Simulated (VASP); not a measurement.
Here is a VASP 6.6.1 calculation.

The input INCAR:

```
SYSTEM = Si15C7
ALGO     = Normal         ! electronic algorithm
EDIFF    = 1E-6           ! SCF threshold, eV
ENCUT    = 520            ! plane-wave cutoff, eV
GGA      = PE             ! functional
ISIF     = 2              ! what is computed and relaxed
ISMEAR   = -1             ! smearing method
ISYM     = 0            
LASPH    = .True.         ! aspherical terms in the spheres
LCHARG   = .False.        ! write CHGCAR
LREAL    = Auto         
LWAVE    = .False.        ! write WAVECAR
NBANDS   = 61             ! bands
NELM     = 80             ! most SCF steps
PREC     = Accurate       ! precision mode
SIGMA    = 0.3447         ! smearing width, eV
```

File KPOINTS:

```
Automatic mesh
0
Gamma
  1 1 1
  0.25 0.25 0.25
```

File POSCAR:

```
Si15C7
1.0
    7.0498510000      0.0733280000     -0.0802340000
    0.0733280000      7.4467350000      0.2804210000
   -0.0802340000      0.2804210000      6.9363850000
Si C
15 7
Direct
    0.5399101565      0.1723124896      1.0469437770
    0.4578235021      0.7522322463      0.0591415113
    0.9275497367      0.5516662741      0.2839198253
    0.9475741966      0.2744410443      0.6729579797
    0.7044637566      0.7692689372      0.8014740791
    0.3564347543      0.4057995063      0.4556469231
    0.3085061307      0.8650971458      0.3433967800
    0.3945185626     -0.0633963756      0.7034842324
    0.2503714553      0.5869639654     -0.0299954110
    0.6100785538      0.6780870966      0.3834493300
    0.9171336506      0.9195075619      0.5742233269
    0.1579664570      0.8947426719      0.9492444041
    0.1027649042      0.5025744304      0.6426831577
   -0.0005132898      0.1220157123      0.1896147703
    0.8218490685      0.3873261889      1.0369336248
    0.2558324497      0.3344229654      0.9300199222
    0.4241923414      0.1071120755      0.3010708277
    0.7240666391      0.1131585143      0.5664631849
    0.5090596263      0.1334519019      0.4729700232
    0.8833653626      0.5903585730     -0.0747314350
    0.0037833371      0.7286914562      0.0117338016
    0.2450005992      0.2402397013      0.2722413939
```

Potentials or basis: VASP PAW PBE potentials, release 64 (Si, C).

Command:

```sh
$ cat potpaw_PBE.64/Si/POTCAR potpaw_PBE.64/C/POTCAR > POTCAR
$ mpirun -np 1 vasp_std > vasp.out
```

(1) Estimate the largest force.

(2) What does it give for the band gap on the k mesh?

(3) What does it give for the pressure?

## Answers

(1) 7.983 eV/Å.

(2) 0.29 eV.

(3) -3.3 GPa.

Caveat: the k points lie up to 0.91 Å⁻¹ apart.
